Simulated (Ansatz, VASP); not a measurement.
# BN in VASP and in Ansatz

Contents of POSCAR:

```
BN
1.0
    2.7582547698      0.0000000000      0.0000000000
   -1.3791273849      2.3887187008      0.0000000000
    0.0000000000      0.0000000000      4.2268550000
B N
2 2
Direct
    0.6666666667      0.3333333333      0.9997240000
    0.3333333333      0.6666666667      0.4997240000
    0.6666666667      0.3333333333      0.6252760000
    0.3333333333      0.6666666667      0.1252760000
```

INCAR.step1

```
ALGO = Normal
EDIFF = 1E-4
ENCUT = 520
GGA = PE
ISMEAR = 0
LASPH = T
LCHARG = F
LREAL = F
LWAVE = T
NBANDS = 16
NELM = 80
PREC = Accurate
SIGMA = 0.05
```

File INCAR.step2:

```
ALGO = Normal
EDIFF = 1E-7
ENCUT = 520
ISIF = 2
ISMEAR = 0
ISTART = 1
LASPH = T
LCHARG = T
LELF = T
LMIXTAU = T
LREAL = F
LVHAR = T
LWAVE = F
METAGGA = R2SCAN
NBANDS = 16
NELM = 80
PREC = Accurate
SIGMA = 0.05
```

File KPOINTS:

```
k-points
0
Gamma
  12 12 6
```

Input for Ansatz:

```yaml
crystal:
  lattice:
    - [2.7582547698, 0.0, 0.0]
    - [-1.3791273849, 2.3887187008, 0.0]
    - [0.0, 0.0, 4.226855]
  atoms:
    - { symbol: B, position: [0.6666666667, 0.3333333333, 0.999724] }
    - { symbol: B, position: [0.3333333333, 0.6666666667, 0.499724] }
    - { symbol: "N", position: [0.6666666667, 0.3333333333, 0.625276] }
    - { symbol: "N", position: [0.3333333333, 0.6666666667, 0.125276] }
basis:
  ecutwfc: 500
kpoints:
  mp_grid: { grid: [12, 12, 6] }
hamiltonian:
  xc: r2scan
scf:
  occupations: { method: gaussian, width: 0.05 }
output:
  forces: true
  stress: true
  eigenvalues: true
  write_density: true
  write_potential: true
  elf: true
  volumetric_format: npy
```

Change from the starting cell: strain +0.080 along x and y, +0.000 along z, atoms carried along.

Alike in both runs: task single point; functional r2SCAN; k mesh 12 × 12 × 6; occupations gaussian, width 0.05 eV; no spin polarisation.

|  | VASP | Ansatz |
| --- | --- | --- |
| version | VASP 6.6.1 | Ansatz 0.2.0 |
| potentials or method | VASP PAW PBE potentials, release 64 (B, N), cutoff 520 eV | scalar-relativistic, plane waves, PAW |
| valence electrons in the cell | 16 | 16 |

|  | VASP | Ansatz | Ansatz less VASP |
| --- | --- | --- | --- |
| gap on the k mesh at the Fermi level (eV) | 5.87 | 5.87 | +0.005 |
| least direct gap on the mesh (eV) | 6.82 | 6.80 | -0.018 |
| pressure (GPa) | -44.9 | -45.4 | -0.54 |
| traceless stress, the component that is largest in VASP (GPa) | 33.92 | 33.70 | -0.214 |
| rms of the force components (eV/Å) | 0.123 | 0.133 | +0.0094 |

VASP's potentials were made for PBE, not for r2SCAN. Atom by atom the forces differ by 0.009 eV/Å (rms over components). Both programs put the cell under strong tension, so it lies far from rest at this level.

Noted on VASP's run: the cell as given lies far from equilibrium.
